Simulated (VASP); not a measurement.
# ZrTi2N3 (I4/mmm) in VASP: further runs

The runs below take ZrTi2N3 through single point, with PBE.

Everything below comes from runs of VASP 6.6.1. Logs are shortened: lines on timing, memory, paths and dates and some standing lists are left out, and cuts for length are marked.

### 1 The cell of the first run

Symmetry: I4/mmm, No. 139, tetragonal system. Conventional cell: a = 3.047 Å, b = 3.047 Å, c = 12.858 Å, α = 90.00°, β = 90.00°, γ = 90.00°. Zr (site symmetry 4/mmm) has 6 N at 2.15 to 2.19 Å within 2.9 Å. Within 2.7 Å of Ti (site symmetry 4mm) lie 6 N at 2.02 to 2.22 Å. Within 2.7 Å of N (site symmetry 4mm) lie 5 Ti at 2.02 to 2.15 Å and 1 Zr at 2.19 Å. N (site symmetry 4/mmm) has 4 Zr at 2.15 Å and 2 Ti at 2.22 Å within 2.9 Å.

### 2 Single point, PBE (9.95 Å³/atom)

The input, INCAR:

```
SYSTEM = ZrTi2N3
ALGO = Normal
EDIFF = 1E-7
ENCUT = 520
GGA = PE
ISIF = 2
ISMEAR = 0
LASPH = .True.
LCHARG = .False.
LREAL = .False.
LWAVE = .False.
NBANDS = 34
NELM = 80
PREC = Accurate
SIGMA = 0.1
```

The input, KPOINTS:

```
k-points
0
Gamma
  16 16 16
  0 0 0
```

The input, POSCAR:

```
ZrTi2N3
1.0
   -1.5233810850      1.5233810850      6.4290093592
    1.5233810850     -1.5233810850      6.4290093592
    1.5233810850      1.5233810850     -6.4290093592
Zr Ti N
1 2 3
Direct
    0.0000000000      0.0000000000      0.0000000000
    0.6723577038      0.6723577038      0.0000000000
    0.3276422962      0.3276422962      0.0000000000
    0.1701664017      0.1701664017      0.0000000000
    0.8298335983      0.8298335983      0.0000000000
    0.5000000000      0.5000000000      0.0000000000
```

Potentials or basis: VASP PAW PBE potentials, release 64 (Zr_sv, Ti_sv, N).

Run with:

```bash
$ cat potpaw_PBE.64/Zr_sv/POTCAR potpaw_PBE.64/Ti_sv/POTCAR potpaw_PBE.64/N/POTCAR > POTCAR
$ mpirun -np 1 vasp_std > vasp.out
```

OUTCAR:

```text
SYSTEM = ZrTi2N3
   EDIFF = 1E-7
   ENCUT = 520
   GGA = PE
   ISIF = 2
   ISMEAR = 0
   LASPH = .True.
   LREAL = .False.
   NELM = 80
   PREC = Accurate

 ion  position               nearest neighbor table
   1  0.000  0.000  0.000-   6 2.15   6 2.15   6 2.15   6 2.15   5 2.19   4 2.19   2 3.09   2 3.09
                             3 3.09   3 3.09   3 3.09   2 3.09   3 3.09   2 3.09
   2  0.672  0.672  0.000-   5 2.02   4 2.15   4 2.15   4 2.15   4 2.15   6 2.22   1 3.09   1 3.09
                             1 3.09   1 3.09
   3  0.328  0.328  0.000-   4 2.02   5 2.15   5 2.15   5 2.15   5 2.15   6 2.22   1 3.09   1 3.09
                             1 3.09   1 3.09
   4  0.170  0.170  0.000-   3 2.02   2 2.15   2 2.15   2 2.15   2 2.15   1 2.19
   5  0.830  0.830  0.000-   2 2.02   3 2.15   3 2.15   3 2.15   3 2.15   1 2.19
   6  0.500  0.500  0.000-   1 2.15   1 2.15   1 2.15   1 2.15   3 2.22   2 2.22

  LATTYP: Found a body centered tetragonal cell.
 ALAT       =     3.0467621700
 C/A-ratio  =     4.2202239627

  Lattice vectors:

 A1 = (  -1.5233810850,   1.5233810850,   6.4290093592)
 A2 = (   1.5233810850,  -1.5233810850,   6.4290093592)
 A3 = (   1.5233810850,   1.5233810850,  -6.4290093592)

Analysis of symmetry for initial positions (statically):
=====================================================================
 Subroutine PRICEL returns:
 Original cell was already a primitive cell.

 Routine SETGRP: Setting up the symmetry group for a
 body centered tetragonal supercell.

 Subroutine GETGRP returns: Found 16 space group operations
 (whereof 16 operations were pure point group operations)
 out of a pool of 16 trial point group operations.

The static configuration has the point symmetry D_4h.

Analysis of symmetry for dynamics (positions and initial velocities):
=====================================================================
 Subroutine PRICEL returns:
 Original cell was already a primitive cell.

 Routine SETGRP: Setting up the symmetry group for a
 body centered tetragonal supercell.

 Subroutine GETGRP returns: Found 16 space group operations
 (whereof 16 operations were pure point group operations)
 out of a pool of 16 trial point group operations.

The dynamic configuration has the point symmetry D_4h.

 Subroutine INISYM returns: Found 16 space group operations
 (whereof 16 operations are pure point group operations),
 and found     1 'primitive' translations

----------------------------------------------------------------------------------------

[... 104 lines left out ...]
   IBRION =     -1    ionic relax: 0-MD 1-quasi-New 2-CG
   NFREE  =      0    steps in history (QN), initial steepest desc. (CG)
   ISIF   =      2    stress and relaxation
   ISYM   =      2    0-nonsym 1-usesym 2-fastsym
   POTIM  = 0.5000    time-step for ionic-motion
   TEBEG  =    0.0;   TEEND  =   0.0 temperature during run
   PSTRESS=    0.0 pullay stress
   NELECT =      51.0000    total number of electrons
   NUPDOWN=      -1.0000    fix difference up-down
   EMIN   =  10.00;   EMAX   =-10.00  energy-range for DOS
   EFERMI =   0.00;   METHOD = LEGACY
   ISMEAR =     0;   SIGMA  =   0.10  broadening in eV -4-tet -1-fermi 0-gaus
   EFERMI_NEDOS =   21; number of points for ismear=-14 and -15
   IALGO  =     38    algorithm
   IMIX   =      4    mixing-type and parameters
     AMIX     =   0.40;   BMIX     =  1.00
     AMIX_MAG =   1.60;   BMIX_MAG =  1.00
  volume/ion in A,a.u.               =       9.95        67.12
  Fermi-wavevector in a.u.,A,eV,Ry     =   1.553547  2.935779 32.837789  2.413509
  Thomas-Fermi vector in A             =   2.657762
   LORBIT       =      0    0 simple, 1 ext, 2 COOP (PROOUT), +10 PAW based schemes
   GGA     = PE    functional components
   LHFCALC =     F    Hartree Fock is set to
   AEXX    =    0.0000 exact exchange contribution
   IVDW    =     0    specifies the selected vdW correction
   LEPSILON=     F    determine dielectric tensor
   LRPA    =     F    only Hartree local field effects (RPA)
 non-spin polarized calculation
 Gauss-broadening in eV      SIGMA  =   0.10
  energy-cutoff  :      520.00
  volume of cell :       59.68
 maximum number of plane-waves:      1625
   NGX = 25   NGY = 25   NGZ = 25

 number of electron      50.9999996 magnetization

 Free energy of the ion-electron system (eV)
  ---------------------------------------------------
  ext. energy  EPLUGINS =         0.00000000
  ---------------------------------------------------
  free energy    TOTEN  =       -59.10324831 eV

  energy without entropy =      -59.09116430  energy(sigma->0) =      -59.09720631

 E-fermi :  12.1838     XC(G=0): -13.0384

 val. band max:       12.1820714079   @ k =  -0.1250  -0.3125   0.1250
 cond. band min:      12.1846430427   @ k =   0.1875   0.0000   0.0000
 fundamental gap:      0.0025716348
 Fermi energy:        12.1838166679

 k-point     1 :       0.0000    0.0000    0.0000
  band No.  band energies     occupation
      1     -45.6175      2.00000
      2     -45.5349      2.00000
      3     -36.8858      2.00000
      4     -22.0370      2.00000
      5     -21.8331      2.00000
      6     -21.8331      2.00000
[... 877 lines left out ...]
     33      14.5080      0.00000
     34      14.5282      0.00000

 [... further k-points ...]

------------------------ aborting loop because EDIFF is reached ----------------------------------------

  FORCE on cell =-STRESS in cart. coord.  units (eV):
  Direction    XX          YY          ZZ          XY          YZ          ZX
  --------------------------------------------------------------------------------------
  -------------------------------------------------------------------------------------
  Total        6.8245184      6.8245184      6.8684650      0.0000000      0.0000000     -0.0000000
  in kB      183.2151687    183.2151687    184.3949847      0.0000000      0.0000000     -0.0000000
  external PRESSURE =     183.6084407 kB  Pullay stress =       0.0000000 kB

 VOLUME and BASIS-vectors are now :
 -----------------------------------------------------------------------------
  energy-cutoff  :      520.00
  volume of cell :       59.68
      direct lattice vectors                 reciprocal lattice vectors
    -1.523381085  1.523381085  6.429009359     0.000000000  0.328217283  0.077772480
     1.523381085 -1.523381085  6.429009359     0.328217283  0.000000000  0.077772480
     1.523381085  1.523381085 -6.429009359     0.328217283  0.328217283  0.000000000

 POSITION                                       TOTAL-FORCE (eV/Angst)
 -----------------------------------------------------------------------------------
      0.00000      0.00000      0.00000         0.000000      0.000000      0.000000
      0.00000      0.00000      8.64519        -0.000000     -0.000000     -0.008198
      0.00000      0.00000      4.21283         0.000000      0.000000      0.008198
      0.00000      0.00000      2.18800        -0.000000     -0.000000     -0.013068
      0.00000      0.00000     10.67002        -0.000000     -0.000000      0.013068
      0.00000      0.00000      6.42901         0.000000      0.000000      0.000000
 -----------------------------------------------------------------------------------
    total drift:                               -0.000000      0.000000     -0.000000

  FREE ENERGIE OF THE ION-ELECTRON SYSTEM (eV)
  ---------------------------------------------------
  free  energy   TOTEN  =       -59.1032483134 eV

  energy  without entropy=      -59.0911643039  energy(sigma->0) =      -59.09720631
```

Wall time 24 min (1 thread of Intel Xeon 6975P-C (Granite Rapids), shared host); peak memory 0.83 GiB.

Results:

```yaml
Free_energy: -59.1032 eV
Pressure: 18.4 GPa
Largest_force: 0.013 eV/Å
Band_gap_on_the_k_mesh: zero (an odd number of electrons rules out a gap without spin polarisation)
```

Forces on the atoms (eV/Å):
```
Zr   0.000  0.000  0.000
Ti   0.000  0.000 -0.008
Ti   0.000  0.000  0.008
N    0.000  0.000 -0.013
N    0.000  0.000  0.013
N    0.000  0.000  0.000
```

Caveat: the cell stands under pressure.

### 3 Single point, PBE (10.26 Å³/atom)

This run uses another cell than the first one, of 10.26 Å³/atom.

The input, INCAR:

```
ALGO = Normal
EDIFF = 1E-6
ENCUT = 520
GGA = PE
ISIF = 2
ISMEAR = 0
LASPH = True
LCHARG = False
LREAL = False
LWAVE = False
NBANDS = 34
NELM = 100
PREC = Accurate
SIGMA = 0.1
```

The input, KPOINTS:

```
k-points
0
Gamma
  16 16 16
```

The input, POSCAR:

```
ZrTi2N3
1.0
   -1.5389948666      1.5389948666      6.5002597889
    1.5389948666     -1.5389948666      6.5002597889
    1.5389948666      1.5389948666     -6.5002597889
Zr Ti N
1 2 3
Direct
    0.0000000000      0.0000000000      0.0000000000
    0.6730563894      0.6730563894      0.0000000000
    0.3269436106      0.3269436106      0.0000000000
    0.1699549023      0.1699549023      0.0000000000
    0.8300450977      0.8300450977      0.0000000000
    0.5000000000      0.5000000000      0.0000000000
```

Potentials or basis: VASP PAW PBE potentials, release 64 (Zr_sv, Ti_sv, N).

Run with:

```bash
$ cat potpaw_PBE.64/Zr_sv/POTCAR potpaw_PBE.64/Ti_sv/POTCAR potpaw_PBE.64/N/POTCAR > POTCAR
$ mpirun -np 1 vasp_std > vasp.out
```

It took 30 min on 1 thread of Intel Xeon 6975P-C (Granite Rapids), shared host; peak memory 0.88 GiB.

Results (log left out):

```
Free energy            : -59.2641 eV
Pressure               : 8.7 GPa
Largest force          : 0.014 eV/Å
Band gap on the k mesh : zero (an odd number of electrons rules out a gap without spin polarisation)
```

Forces on the atoms (eV/Å):
```
Zr   0.000  0.000  0.000
Ti   0.000  0.000 -0.010
Ti   0.000  0.000  0.010
N    0.000  0.000 -0.014
N    0.000  0.000  0.014
N    0.000  0.000  0.000
```

Stress tensor (GPa, compression positive):
```
8.62 0.00 0.00
0.00 8.62 0.00
0.00 0.00 8.71
```

Levels at points of the mesh, in eV from the Fermi level:
```tsv
k point	band 23	band 24	band 25	band 26	band 27	band 28	band 29	band 30
(0.00, 0.00, 0.00)	-2.57	-2.35	-2.30	-2.30	-0.54	-0.54	-0.49	0.55
(0.50, 0.00, 0.00)	-5.17	-4.71	1.02	1.04	1.28	1.51	1.70	1.76
(0.50, 0.50, 0.00)	-3.19	-3.15	-2.95	-0.71	0.01	1.81	1.95	2.13
(0.50, 0.50, 0.50)	-3.21	-2.86	-2.86	-1.58	-1.12	0.60	0.62	0.62
```

Caveat: the cell stands under pressure.

### 4 Single point, PBE (10.90 Å³/atom)

This run uses another cell than the first one, of 10.90 Å³/atom.

The input, INCAR:

```
PREC = Accurate
ENCUT = 520
EDIFF = 1E-6
ISMEAR = 0
SIGMA = 0.1
LREAL = F
LASPH = T
NELM = 100
ALGO = Normal
ISIF = 2
LWAVE = F
LCHARG = F
GGA = PE
NBANDS = 34
```

The input, KPOINTS:

```
regular mesh
0
Gamma
  16 16 16
```

The input, POSCAR:

```
ZrTi2N3
1.0
   -1.5687821289      1.5687821289      6.6427098049
    1.5687821289     -1.5687821289      6.6427098049
    1.5687821289      1.5687821289     -6.6427098049
Zr Ti N
1 2 3
Direct
    0.0000000000      0.0000000000      0.0000000000
    0.6744835040      0.6744835040      0.0000000000
    0.3255164960      0.3255164960      0.0000000000
    0.1696491994      0.1696491994      0.0000000000
    0.8303508006      0.8303508006      0.0000000000
    0.5000000000      0.5000000000      0.0000000000
```

Run with:

```bash
$ cat potpaw_PBE.64/Zr_sv/POTCAR potpaw_PBE.64/Ti_sv/POTCAR potpaw_PBE.64/N/POTCAR > POTCAR
$ mpirun -np 1 vasp_std > vasp.out
```

Wall time 70 min (1 thread of Intel Xeon Platinum 8488C (Sapphire Rapids), shared host); peak memory 0.91 GiB.

It converged, with:

| Item | Value |
| --- | --- |
| Free energy | -59.2806 eV |
| Pressure | -6.7 GPa |
| Largest force | 0.013 eV/Å |
| Band gap on the k mesh | zero (an odd number of electrons rules out a gap without spin polarisation) |

Forces in eV/Å, atoms in the order of the input:
```
Zr   0.000  0.000  0.000
Ti   0.000  0.000 -0.013
Ti   0.000  0.000  0.013
N    0.000  0.000 -0.012
N    0.000  0.000  0.012
N    0.000  0.000  0.000
```

Stress tensor (GPa, compression positive):
```
-6.74  0.00  0.00
 0.00 -6.74  0.00
 0.00  0.00 -6.64
```

Levels at points of the mesh, in eV from the Fermi level:
| k point | band 23 | band 24 | band 25 | band 26 | band 27 | band 28 | band 29 | band 30 |
| --- | --- | --- | --- | --- | --- | --- | --- | --- |
| (0.00, 0.00, 0.00) | -2.39 | -2.28 | -2.22 | -2.22 | -0.48 | -0.48 | -0.44 | 0.49 |
| (0.50, 0.00, 0.00) | -4.89 | -4.53 | 0.94 | 0.99 | 1.18 | 1.37 | 1.54 | 1.60 |
| (0.50, 0.50, 0.00) | -3.12 | -2.93 | -2.89 | -0.75 | 0.11 | 1.64 | 1.88 | 1.95 |
| (0.50, 0.50, 0.50) | -2.98 | -2.73 | -2.73 | -1.49 | -0.98 | 0.51 | 0.51 | 0.54 |

Caveat: the cell stands under tension.

### 5 Overview

| cell | gap on the mesh (eV) | pressure (GPa) | largest force (eV/Å) |
| --- | --- | --- | --- |
| a = 6.780 Å, angles 154.0, 154.0, 37.1°, 6 atoms, atomic positions A | none | 18.4 | 0.01 |
| a = 6.855 Å, angles 154.1, 154.1, 37.0°, 6 atoms, atomic positions A | none | 8.7 | 0.01 |
| a = 7.003 Å, angles 154.1, 154.1, 36.9°, 6 atoms, atomic positions B | none | -6.7 | 0.01 |

Alike in all rows: task single point; level PBE; potentials or basis VASP PAW PBE potentials, release 64 (Zr_sv, Ti_sv, N); no spin polarisation; k mesh 16 × 16 × 16; cutoff (eV) 520; smearing gaussian 0.1 eV.

Caveats: the cell stands under pressure (at least some runs); the cell stands under tension (at least some runs).

Total energies depend on the potentials used, so only differences within one code and one set of settings carry meaning.
